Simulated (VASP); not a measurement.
# Al3BAs4 in VASP: further runs, part 3 of 3

VASP 6.6.1. The steps go on from the part before.

## 6. Single point, PBE

This run uses another cell than the first one, of 21.00 Å³/atom, 1.119 times its volume.

Contents of INCAR:

```
SYSTEM = Al3BAs4
PREC = Accurate ; ENCUT = 520
EDIFF = 1E-7 ; ISMEAR = 0
SIGMA = 0.1 ; LREAL = .FALSE.
LASPH = .TRUE. ; NELM = 60
ALGO = Normal ; ISIF = 2
LWAVE = .FALSE. ; LCHARG = .FALSE.
GGA = PE ; NBANDS = 26
```

Contents of KPOINTS:

```
regular mesh
0
G
  4 4 2
  0 0 0
```

Contents of POSCAR:

```
Al3BAs4
1.0
    3.8805783440     -0.0020962961      0.0000820654
   -0.0021138489      3.8800781895     -0.0012620634
    0.0000543036     -0.0035478154     11.1567362229
Al B As
3 1 4
Direct
   -0.0000558952      0.0000139627      0.7349941430
    0.5000347540      0.5002487703      0.0000421260
   -0.0000174763      1.0000422132      0.2650395881
    0.5000715290      0.5000351612      0.4999629099
    0.4999818720     -0.0000502717      0.8674127760
    0.0000241494      0.4998826210      0.1326191253
    0.4999799312     -0.0000243751      0.3993151106
   -0.0000188642      0.4998519182      0.6006142213
```

Potentials or basis: VASP PAW PBE potentials, release 64 (Al, B, As).

On the command line:

```bash
$ cat potpaw_PBE.64/Al/POTCAR potpaw_PBE.64/B/POTCAR potpaw_PBE.64/As/POTCAR > POTCAR
$ mpirun -np 1 vasp_std > vasp.out
```

OUTCAR:

```text
SYSTEM = Al3BAs4
   PREC = Accurate
   ENCUT = 520
   EDIFF = 1E-7
   ISMEAR = 0
   LREAL = .FALSE.
   LASPH = .TRUE.
   NELM = 60
   ISIF = 2
   GGA = PE

 ion  position               nearest neighbor table
   1  1.000  0.000  0.735-   5 2.44   5 2.44   8 2.45   8 2.45
   2  0.500  0.500  0.000-   5 2.44   6 2.44   6 2.44   5 2.44
   3  1.000  0.000  0.265-   6 2.44   6 2.44   7 2.45   7 2.45
   4  0.500  0.500  0.500-   7 2.24   8 2.24   7 2.24   8 2.24
   5  0.500  1.000  0.867-   1 2.44   1 2.44   2 2.44   2 2.44
   6  0.000  0.500  0.133-   3 2.44   3 2.44   2 2.44   2 2.44
   7  0.500  1.000  0.399-   4 2.24   4 2.24   3 2.45   3 2.45
   8  1.000  0.500  0.601-   4 2.24   4 2.24   1 2.45   1 2.45

  LATTYP: Found a triclinic cell.
[... 789 lines left out ...]
  in kB        2.6147382      2.6775673      2.5838680      0.3492244      0.3179622     -0.0282319
  external PRESSURE =       2.6253912 kB  Pullay stress =       0.0000000 kB

 VOLUME and BASIS-vectors are now :
 -----------------------------------------------------------------------------
  energy-cutoff  :      520.00
  volume of cell :      167.99
      direct lattice vectors                 reciprocal lattice vectors
     3.880578344 -0.002096296  0.000082065     0.257693623  0.000140390 -0.000001210
    -0.002113849  3.880078189 -0.001262063     0.000139223  0.257726868  0.000081956
     0.000054304 -0.003547815 11.156736223    -0.000001880  0.000029153  0.089631957

 POSITION                                       TOTAL-FORCE (eV/Angst)
 -----------------------------------------------------------------------------------
      3.88040     -0.00465      8.20022         0.001396     -0.000872     -0.008036
      1.93937      1.93996     -0.00012        -0.000218     -0.005053     -0.002522
      3.88052     -0.00287      2.95706         0.000133     -0.000676      0.003280
      1.93954      1.93735      5.57736        -0.001997     -0.002743      0.001210
      1.93815      3.87576      9.67627        -0.001283      0.004398     -0.002175
     -0.00096      1.93911      1.47897         0.000018      0.000745      0.002302
      1.93812      3.87752      4.45383         0.000555      0.000618      0.005508
      3.87948      1.93524      6.70035         0.001396      0.003582      0.000433
 -----------------------------------------------------------------------------------
    total drift:                               -0.000006     -0.000007     -0.000006

  FREE ENERGIE OF THE ION-ELECTRON SYSTEM (eV)
  ---------------------------------------------------
  free  energy   TOTEN  =       -38.1987392075 eV

  energy  without entropy=      -38.1987392075  energy(sigma->0) =      -38.19873921
```

OSZICAR:

```text
N       E                     dE             d eps       ncg     rms          rms(c)
DAV:   1     0.990931500335E+02    0.99093E+02   -0.11801E+04  1040   0.100E+03
DAV:   2    -0.299410950085E+02   -0.12903E+03   -0.11939E+03  1358   0.156E+02
DAV:   3    -0.388389391048E+02   -0.88978E+01   -0.87793E+01  1330   0.407E+01
DAV:   4    -0.389796010474E+02   -0.14066E+00   -0.14037E+00  1294   0.578E+00
DAV:   5    -0.389824772884E+02   -0.28762E-02   -0.28753E-02  1494   0.851E-01    0.645E+00
DAV:   6    -0.383344714982E+02    0.64801E+00   -0.78516E-01  1268   0.333E+00    0.375E+00
DAV:   7    -0.381952178649E+02    0.13925E+00   -0.54754E-01  1254   0.278E+00    0.105E+00
DAV:   8    -0.381970284208E+02   -0.18106E-02   -0.35552E-02  1156   0.897E-01    0.296E-01
DAV:   9    -0.381982451274E+02   -0.12167E-02   -0.52875E-03  1306   0.302E-01    0.111E-01
DAV:  10    -0.381985757603E+02   -0.33063E-03   -0.45786E-04  1294   0.108E-01    0.429E-02
DAV:  11    -0.381987295082E+02   -0.15375E-03   -0.19876E-04  1192   0.685E-02    0.134E-02
DAV:  12    -0.381987375314E+02   -0.80233E-05   -0.15537E-05  1306   0.221E-02    0.324E-03
DAV:  13    -0.381987391322E+02   -0.16007E-05   -0.37020E-06  1250   0.926E-03    0.204E-03
DAV:  14    -0.381987392075E+02   -0.75349E-07   -0.47086E-07  1314   0.338E-03
   1 F= -.38198739E+02 E0= -.38198739E+02  d E =-.667675E-10
```

Wall time 40 s (1 thread of Intel Xeon 6975P-C (Granite Rapids), shared host); peak memory 0.29 GiB.

What came out:

```
Free energy            : -38.1987 eV
Pressure               : 0.3 GPa
Largest force          : 0.008 eV/Å
Band gap on the k mesh : 0.85 eV, direct
```

Forces in eV/Å, atoms in the order of the input:
```
Al   0.001 -0.001 -0.008
Al   0.000 -0.005 -0.003
Al   0.000 -0.001  0.003
B   -0.002 -0.003  0.001
As  -0.001  0.004 -0.002
As   0.000  0.001  0.002
As   0.001  0.001  0.006
As   0.001  0.004  0.000
```

A k mesh can miss the band edges. A hybrid or GW would open this gap; PBE tends to underestimate it.

## 7. The runs side by side

| cell | k mesh | cutoff (eV) | smearing | gap on the mesh (eV) | pressure (GPa) | largest force (eV/Å) |
| --- | --- | --- | --- | --- | --- | --- |
| a = 3.758, b = 3.758, c = 10.628 Å, 8 atoms | 4 × 4 × 2 | 500 | gaussian 0.1 eV | 1.07 | 13.9 | 3.41 |
| a = 3.861, b = 3.861, c = 11.255 Å, 8 atoms | 4 × 4 × 2 | 500 | gaussian 0.1 eV | 0.88 | 0.3 | 0.02 |
| a = 3.861, b = 3.861, c = 11.255 Å, 8 atoms | 8 × 8 × 4 | 500 | gaussian 0.02 eV | 0.88 | 0.2 | - |
| a = 3.881, b = 3.881, c = 11.158 Å, 8 atoms | 4 × 4 × 2 | 520 | gaussian 0.1 eV | 0.86 | 0.2 | 0.01 |
| a = 3.881, b = 3.880, c = 11.157 Å, angles 90.0, 90.0, 90.1°, 8 atoms | 4 × 4 × 2 | 520 | gaussian 0.1 eV | 0.85 | 0.3 | 0.01 |

Alike in all rows: task single point; level PBE; potentials or basis VASP PAW PBE potentials, release 64 (Al, B, As); no spin polarisation.

Caveats: forces of over 1 eV/Å act on the atoms, so gaps and moduli don't describe the material at rest (some runs).

Absolute energies hang on the potentials; compare differences alone.
